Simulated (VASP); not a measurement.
# CaS (Fm-3m) in VASP: settings compared

Aim: see how the results for CaS move with the level of theory and the settings. Levels: BLYP, r2SCAN. Tasks: single point.

Program: VASP 6.6.1. These are calculated values, not measurements. Logs are shortened: lines on timing, memory, paths and dates and some standing lists are left out, and cuts for length are marked.

## Step 1: The cell of the first run

It takes space group Fm-3m (No. 225, cubic). Conventional cell: a = 5.823 Å, b = 5.823 Å, c = 5.823 Å, α = 90.00°, β = 90.00°, γ = 90.00°. Within 3.8 Å of Ca (site symmetry m-3m) lie 6 S at 2.91 Å. S (site symmetry m-3m) has 6 Ca at 2.91 Å within 3.8 Å.

## Step 2: Single point, BLYP (volume scaled by 1.02)

INCAR

```
SYSTEM = CaS
PREC     = Accurate       ! precision mode
ENCUT    = 500            ! plane-wave cutoff, eV
EDIFF    = 1E-6           ! SCF threshold, eV
ISMEAR   = 0              ! smearing method
SIGMA    = 0.05           ! smearing width, eV
LREAL    = .False.        ! projectors in reciprocal space
LASPH    = .True.         ! aspherical terms in the spheres
NELM     = 120            ! most SCF steps
ALGO     = Normal         ! electronic algorithm
ISIF     = 2              ! what is computed and relaxed
LWAVE    = .False.        ! write WAVECAR
LCHARG   = .True.         ! write CHGCAR
GGA      = B5             ! functional
ALDAX    = 1.0          
AGGAX    = 1.0          
AGGAC    = 1.0          
ALDAC    = 0.0          
LELF     = .True.         ! ELF
LVHAR    = .True.       
NBANDS   = 15             ! bands
GGA_COMPAT= .False.
```

KPOINTS

```
Automatic mesh
0
Gamma
  8 8 8
  0 0 0
```

POSCAR

```
CaS
1.0
    0.0000000000      2.9116330782      2.9116330782
    2.9116330782      0.0000000000      2.9116330782
    2.9116330782      2.9116330782      0.0000000000
Ca S
1 1
Direct
    0.5000000000      0.5000000000      0.5000000000
    0.0000000000      0.0000000000      0.0000000000
```

Potentials or basis: VASP PAW PBE potentials, release 64 (Ca_sv, S).

Started as:

```
cat potpaw_PBE.64/Ca_sv/POTCAR potpaw_PBE.64/S/POTCAR > POTCAR
mpirun -np 1 vasp_std > vasp.out
```

OUTCAR:

```text
SYSTEM = CaS
   PREC = Accurate
   ENCUT = 500
   EDIFF = 1E-6
   ISMEAR = 0
   LREAL = .False.
   LASPH = .True.
   NELM = 120
   ISIF = 2
   GGA = B5

 ion  position               nearest neighbor table
   1  0.500  0.500  0.500-   2 2.91   2 2.91   2 2.91   2 2.91   2 2.91   2 2.91
   2  0.000  0.000  0.000-   1 2.91   1 2.91   1 2.91   1 2.91   1 2.91   1 2.91

  LATTYP: Found a face centered cubic cell.
 ALAT       =     5.8232661564

  Lattice vectors:

 A1 = (   0.0000000000,   2.9116330782,   2.9116330782)
 A2 = (   2.9116330782,   0.0000000000,   2.9116330782)
 A3 = (   2.9116330782,   2.9116330782,   0.0000000000)

Analysis of symmetry for initial positions (statically):
=====================================================================
 Subroutine PRICEL returns:
 Original cell was already a primitive cell.

 Routine SETGRP: Setting up the symmetry group for a
 face centered cubic supercell.

 Subroutine GETGRP returns: Found 48 space group operations
 (whereof 48 operations were pure point group operations)
 out of a pool of 48 trial point group operations.

The static configuration has the point symmetry O_h .

Analysis of symmetry for dynamics (positions and initial velocities):
=====================================================================
 Subroutine PRICEL returns:
 Original cell was already a primitive cell.

 Routine SETGRP: Setting up the symmetry group for a
 face centered cubic supercell.

 Subroutine GETGRP returns: Found 48 space group operations
 (whereof 48 operations were pure point group operations)
 out of a pool of 48 trial point group operations.

The dynamic configuration has the point symmetry O_h .

 Subroutine INISYM returns: Found 48 space group operations
 (whereof 48 operations are pure point group operations),
 and found     1 'primitive' translations

----------------------------------------------------------------------------------------

                                     Primitive cell

  volume of cell :      49.3674

  direct lattice vectors                    reciprocal lattice vectors
     0.000000000  2.911633078  2.911633078    -0.171724935  0.171724935  0.171724935
     2.911633078  0.000000000  2.911633078     0.171724935 -0.171724935  0.171724935
     2.911633078  2.911633078  0.000000000     0.171724935  0.171724935 -0.171724935

  length of vectors
     4.117670988  4.117670988  4.117670988     0.297436312  0.297436312  0.297436312

  position of ions in fractional coordinates (direct lattice)
     0.500000000  0.500000000  0.500000000
     0.000000000  0.000000000  0.000000000

  ion indices of the primitive-cell ions
   primitive index   ion index
                 1           1
                 2           2

----------------------------------------------------------------------------------------

 KPOINTS: Automatic mesh

Automatic generation of k-mesh.
 Grid dimensions read from file:
 generate k-points for:    8    8    8

 Generating k-lattice:

  Cartesian coordinates                     Fractional coordinates (reciprocal lattice)
    -0.021465617  0.021465617  0.021465617     0.125000000  0.000000000  0.000000000
     0.021465617 -0.021465617  0.021465617     0.000000000  0.125000000  0.000000000
     0.021465617  0.021465617 -0.021465617     0.000000000  0.000000000  0.125000000

  Length of vectors
     0.037179539  0.037179539  0.037179539

  Shift w.r.t. Gamma in fractional coordinates (k-lattice)
     0.000000000  0.000000000  0.000000000

 Subroutine IBZKPT returns following result:
 ===========================================

 Found     29 irreducible k-points:

 Following reciprocal coordinates:
            Coordinates               Weight
  0.000000  0.000000  0.000000      1.000000
  0.125000  0.000000  0.000000      8.000000
  0.250000  0.000000  0.000000      8.000000
  0.375000  0.000000  0.000000      8.000000
  0.500000  0.000000  0.000000      4.000000
  0.125000  0.125000  0.000000      6.000000
[... 16 lines left out ...]
  0.500000  0.250000  0.125000     48.000000
 -0.375000  0.250000  0.125000     24.000000
 [... further k-points ...]
   k-points           NKPTS =     29   k-points in BZ     NKDIM =     29   number of bands    NBANDS=     15
   number of dos      NEDOS =    301   number of ions     NIONS =      2
   total plane-waves  NPLWV =  27000
   dimension x,y,z NGX =    30 NGY =   30 NGZ =   30
   dimension x,y,z NGXF=    60 NGYF=   60 NGZF=   60
   ions per type =               1   1
   NGX,Y,Z   is equivalent  to a cutoff of  12.11, 12.11, 12.11 a.u.
   NGXF,Y,Z  is equivalent  to a cutoff of  24.22, 24.22, 24.22 a.u.
 SYSTEM =  CaS
   PREC   = accura    normal or accurate (medium, high low for compatibility)
   ISTART =      0    job   : 0-new  1-cont  2-samecut
   ICHARG =      2    charge: 1-file 2-atom 10-const
   ISPIN  =      1    spin polarized calculation?
   LNONCOLLINEAR =      F non collinear calculations
   LSORBIT =      F    spin-orbit coupling
   LASPH  =      T    aspherical Exc in radial PAW
   ENCUT  =  500.0 eV  36.75 Ry    6.06 a.u.   7.51  7.51  7.51*2*pi/ulx,y,z
   NELM   =    120;   NELMIN=  2; NELMDL= -5     # of ELM steps
   EDIFF  = 0.1E-05   stopping-criterion for ELM
   LREAL  =      F    real-space projection
   EDIFFG = 0.1E-04   stopping-criterion for IOM
   NSW    =      0    number of steps for IOM
   IBRION =     -1    ionic relax: 0-MD 1-quasi-New 2-CG
   NFREE  =      0    steps in history (QN), initial steepest desc. (CG)
   ISIF   =      2    stress and relaxation
   ISYM   =      2    0-nonsym 1-usesym 2-fastsym
   POTIM  = 0.5000    time-step for ionic-motion
   TEBEG  =    0.0;   TEEND  =   0.0 temperature during run
   PSTRESS=    0.0 pullay stress
   NELECT =      16.0000    total number of electrons
   NUPDOWN=      -1.0000    fix difference up-down
   EMIN   =  10.00;   EMAX   =-10.00  energy-range for DOS
   EFERMI =   0.00;   METHOD = LEGACY
   ISMEAR =     0;   SIGMA  =   0.05  broadening in eV -4-tet -1-fermi 0-gaus
   EFERMI_NEDOS =   21; number of points for ismear=-14 and -15
   IALGO  =     38    algorithm
   IMIX   =      4    mixing-type and parameters
     AMIX     =   0.40;   BMIX     =  1.00
     AMIX_MAG =   1.60;   BMIX_MAG =  1.00
  volume/ion in A,a.u.               =      24.68       166.57
  Fermi-wavevector in a.u.,A,eV,Ry     =   1.124523  2.125040 17.205261  1.264551
  Thomas-Fermi vector in A             =   2.261195
   LORBIT       =      0    0 simple, 1 ext, 2 COOP (PROOUT), +10 PAW based schemes
   GGA     = B5    functional components
   LHFCALC =     F    Hartree Fock is set to
   AEXX    =    0.0000 exact exchange contribution
   IVDW    =     0    specifies the selected vdW correction
   LEPSILON=     F    determine dielectric tensor
   LRPA    =     F    only Hartree local field effects (RPA)
 non-spin polarized calculation
 Gauss-broadening in eV      SIGMA  =   0.05
  energy-cutoff  :      500.00
  volume of cell :       49.37
 maximum number of plane-waves:      1283
   NGX = 15   NGY = 15   NGZ = 15

 number of electron      15.9999996 magnetization

 Free energy of the ion-electron system (eV)
  ---------------------------------------------------
  ext. energy  EPLUGINS =         0.00000000
  ---------------------------------------------------
  free energy    TOTEN  =        -9.50070488 eV

  energy without entropy =       -9.50070488  energy(sigma->0) =       -9.50070488

 E-fermi :   3.0053     XC(G=0):  -8.5304

 val. band max:        2.6492027769   @ k =   0.0000   0.0000   0.0000
 cond. band min:       5.2197675891   @ k =   0.5000   0.5000   0.0000
 fundamental gap:      2.5705648122
 Fermi energy:         3.0053219849

 k-point     1 :       0.0000    0.0000    0.0000
  band No.  band energies     occupation
      1     -36.8231      2.00000
      2     -17.8985      2.00000
      3     -17.8985      2.00000
      4     -17.8985      2.00000
      5      -8.4362      2.00000
      6       2.6492      2.00000
      7       2.6492      2.00000
      8       2.6492      2.00000
      9       6.5886      0.00000
     10       6.7503      0.00000
     11       6.7503      0.00000
     12       6.7503      0.00000
     13       7.2320      0.00000
     14       7.2320      0.00000
     15      13.8280      0.00000

 k-point     2 :       0.1250    0.0000    0.0000
  band No.  band energies     occupation
      1     -36.8220      2.00000
      2     -17.9162      2.00000
      3     -17.9000      2.00000
      4     -17.9000      2.00000
      5      -8.3476      2.00000
      6       2.0531      2.00000
      7       2.4522      2.00000
      8       2.4522      2.00000
      9       6.7445      0.00000
     10       6.9499      0.00000
     11       6.9499      0.00000
     12       7.3290      0.00000
     13       7.5940      0.00000
     14       7.5940      0.00000
     15      13.6097      0.00000

 k-point     3 :       0.2500    0.0000    0.0000
  band No.  band energies     occupation
      1     -36.8192      2.00000
      2     -17.9583      2.00000
      3     -17.9035      2.00000
      4     -17.9035      2.00000
      5      -8.1235      2.00000
      6       0.9989      2.00000
      7       2.0582      2.00000
      8       2.0582      2.00000
      9       6.9152      0.00000
     10       7.4546      0.00000
     11       7.4546      0.00000
     12       8.4954      0.00000
     13       8.4954      0.00000
     14       8.5927      0.00000
     15      12.6707      0.00000
[... 343 lines left out ...]
 k-point    23 :       0.5000    0.2500    0.1250
  band No.  band energies     occupation
      1     -36.8149      2.00000
      2     -17.9862      2.00000
      3     -17.9324      2.00000
      4     -17.9145      2.00000
      5      -7.8605      2.00000
      6       0.3942      2.00000
      7       1.4879      2.00000
      8       1.6844      2.00000
      9       6.9295      0.00000
     10       8.1978      0.00000
     11       8.4577      0.00000
     12       8.5535      0.00000
     13       9.2648      0.00000
     14      10.5791      0.00000
     15      11.0972      0.00000

 k-point    24 :      -0.3750    0.2500    0.1250
  band No.  band energies     occupation
      1     -36.8140      2.00000
      2     -17.9953      2.00000
      3     -17.9347      2.00000
      4     -17.9179      2.00000
      5      -7.7954      2.00000
      6       0.2788      2.00000
      7       1.3151      2.00000
      8       1.6029      2.00000
      9       7.5361      0.00000
     10       7.7756      0.00000
     11       8.6749      0.00000
     12       8.9784      0.00000
     13       9.2764      0.00000
     14      10.3653      0.00000
     15      11.4017      0.00000

 [... further k-points ...]

------------------------ aborting loop because EDIFF is reached ----------------------------------------

  FORCE on cell =-STRESS in cart. coord.  units (eV):
  Direction    XX          YY          ZZ          XY          YZ          ZX
  --------------------------------------------------------------------------------------
  -------------------------------------------------------------------------------------
  Total       -0.2862132     -0.2862132     -0.2862132      0.0000000      0.0000000      0.0000000
  in kB       -9.2888136     -9.2888136     -9.2888136      0.0000000      0.0000000      0.0000000
  external PRESSURE =      -9.2888136 kB  Pullay stress =       0.0000000 kB

 VOLUME and BASIS-vectors are now :
 -----------------------------------------------------------------------------
  energy-cutoff  :      500.00
  volume of cell :       49.37
      direct lattice vectors                 reciprocal lattice vectors
     0.000000000  2.911633078  2.911633078    -0.171724935  0.171724935  0.171724935
     2.911633078  0.000000000  2.911633078     0.171724935 -0.171724935  0.171724935
     2.911633078  2.911633078  0.000000000     0.171724935  0.171724935 -0.171724935

 POSITION                                       TOTAL-FORCE (eV/Angst)
 -----------------------------------------------------------------------------------
      2.91163      2.91163      2.91163        -0.000000      0.000000      0.000000
      0.00000      0.00000      0.00000         0.000000     -0.000000     -0.000000
 -----------------------------------------------------------------------------------
    total drift:                                0.000000      0.000000      0.000000

  FREE ENERGIE OF THE ION-ELECTRON SYSTEM (eV)
  ---------------------------------------------------
  free  energy   TOTEN  =        -9.5007048805 eV

  energy  without entropy=       -9.5007048805  energy(sigma->0) =       -9.50070488
```

Wall time 20 s (1 thread of Intel Xeon 6975P-C (Granite Rapids), shared host); peak memory 0.17 GiB.

Results:

```
Free energy            : -9.5007 eV
Pressure               : -0.9 GPa
Band gap on the k mesh : 2.57 eV, indirect (least direct gap 3.31 eV)
```

Levels at points of the mesh, in eV from the valence-band top:
| k point | band 4 | band 5 | band 6 | band 7 | band 8 | band 9 | band 10 | band 11 | band 12 | band 13 |
| --- | --- | --- | --- | --- | --- | --- | --- | --- | --- | --- |
| (0.00, 0.00, 0.00) | -20.55 | -11.09 | 0.00 | 0.00 | 0.00 | 3.94 | 4.10 | 4.10 | 4.10 | 4.58 |
| (0.50, 0.00, 0.00) | -20.56 | -10.42 | -2.79 | -1.03 | -1.03 | 5.34 | 5.72 | 5.81 | 5.81 | 7.53 |
| (0.50, 0.50, 0.00) | -20.58 | -10.55 | -2.06 | -0.74 | -0.74 | 2.57 | 5.31 | 5.73 | 6.28 | 6.31 |

Caveat: the PAW data sets were made with another functional, which shifts forces and pressure a little.

## Step 3: Single point, BLYP (volume scaled by 1.04)

INCAR

```
PREC = Accurate ; ENCUT = 500
EDIFF = 1E-6 ; ISMEAR = 0
SIGMA = 0.05 ; LREAL = F
LASPH = T ; NELM = 120
ALGO = Normal ; ISIF = 2
LWAVE = F ; LCHARG = F
GGA = B5 ; ALDAX = 1.0
AGGAX = 1.0 ; AGGAC = 1.0
ALDAC = 0.0 ; NBANDS = 15
GGA_COMPAT = F
```

KPOINTS

```
regular mesh
0
Gamma
  8 8 8
```

POSCAR

```
CaS
1.0
    0.0000000000      2.9305403162      2.9305403162
    2.9305403162      0.0000000000      2.9305403162
    2.9305403162      2.9305403162      0.0000000000
Ca S
1 1
Direct
    0.5000000000      0.5000000000      0.5000000000
    0.0000000000      0.0000000000      0.0000000000
```

Potentials or basis: VASP PAW PBE potentials, release 64 (Ca_sv, S).

Started as:

```
cat potpaw_PBE.64/Ca_sv/POTCAR potpaw_PBE.64/S/POTCAR > POTCAR
mpirun -np 1 vasp_std > vasp.out
```

Run time: 16 s. Hardware: 1 thread of Intel Xeon 6975P-C (Granite Rapids), shared host; peak memory 0.17 GiB.

It converged, with:

```
Free energy            : -9.4927 eV
Pressure               : -1.8 GPa
Band gap on the k mesh : 2.60 eV, indirect (least direct gap 3.32 eV)
```

Levels at points of the mesh, in eV from the valence-band top:
```tsv
k point	band 5	band 6	band 7	band 8	band 9	band 10	band 11	band 12
(0.00, 0.00, 0.00)	-11.03	0.00	0.00	0.00	3.82	4.09	4.09	4.09
(0.50, 0.00, 0.00)	-10.40	-2.73	-1.00	-1.00	5.30	5.65	5.74	5.74
(0.50, 0.50, 0.00)	-10.52	-2.02	-0.72	-0.72	2.60	5.26	5.63	6.19
```

Caveat: the PAW data sets were made with another functional, which shifts forces and pressure a little.

## Step 4: Single point, r2SCAN (volume scaled by 0.96)

POSCAR

```
CaS
1.0
    0.0000000000      2.8083120083      2.8083120083
    2.8083120083      0.0000000000      2.8083120083
    2.8083120083      2.8083120083      0.0000000000
Ca S
1 1
Direct
    0.5000000000      0.5000000000      0.5000000000
    0.0000000000      0.0000000000      0.0000000000
```

INCAR.step1

```
ALGO = Normal ; EDIFF = 1E-5
ENCUT = 550 ; GGA = PE
GGA_COMPAT = False ; ISMEAR = 0
LASPH = True ; LCHARG = False
LREAL = False ; LWAVE = True
NBANDS = 15 ; NELM = 120
PREC = Accurate ; SIGMA = 0.05
```

INCAR.step2

```
ALGO = Normal ; EDIFF = 1E-6
ENCUT = 550 ; GGA_COMPAT = False
ISIF = 2 ; ISMEAR = 0
ISTART = 1 ; LASPH = True
LCHARG = False ; LMIXTAU = True
LREAL = False ; LWAVE = False
METAGGA = R2SCAN ; NBANDS = 15
NELM = 120 ; PREC = Accurate
SIGMA = 0.05
```

KPOINTS

```
k-points
0
Gamma
  8 8 8
```

Started as:

```
cat potpaw_PBE.64/Ca_sv/POTCAR potpaw_PBE.64/S/POTCAR > POTCAR
cp INCAR.step1 INCAR
mpirun -np 1 vasp_std > vasp.out
cp INCAR.step2 INCAR
mpirun -np 1 vasp_std > vasp.out
```

It took 55 s on 1 thread of Intel Xeon 6975P-C (Granite Rapids), shared host; peak memory 0.18 GiB.

The run converged. Its results:

```yaml
Free_energy: -19.9215 eV
Pressure: 3.2 GPa
Band_gap_on_the_k_mesh: 2.70 eV, indirect (least direct gap 3.56 eV)
```

Levels at points of the mesh, in eV from the valence-band top:
```
           k point  band 5  band 6  band 7  band 8  band 9  band 10  band 11  band 12
(0.00, 0.00, 0.00)  -11.94    0.00    0.00    0.00    4.66     4.66     4.66     5.21
(0.50, 0.00, 0.00)  -11.01   -3.25   -1.25   -1.25    5.88     6.83     6.95     6.95
(0.50, 0.50, 0.00)  -11.25   -2.40   -0.85   -0.85    2.70     6.26     6.99     7.58
```

Caveat: the PAW data sets were made with another functional, which shifts forces and pressure a little. A k mesh can miss the band edges.

## Step 5: Summary

```csv
level,cell,cutoff (eV),gap on the mesh (eV),pressure (GPa)
BLYP,"a = 4.118 Å, angles 60.0°, 2 atoms",500,2.57,-0.9
BLYP,"a = 4.144 Å, angles 60.0°, 2 atoms",500,2.60,-1.8
r2SCAN,"a = 3.972 Å, angles 60.0°, 2 atoms",550,2.70,3.2
```

Alike in all rows: task single point; potentials or basis VASP PAW PBE potentials, release 64 (Ca_sv, S); no spin polarisation; k mesh 8 × 8 × 8; smearing gaussian 0.05 eV.

Caveats: the PAW data sets were made with another functional, which shifts forces and pressure a little.

Total energies depend on the potentials used, so only differences within one code and one set of settings carry meaning.
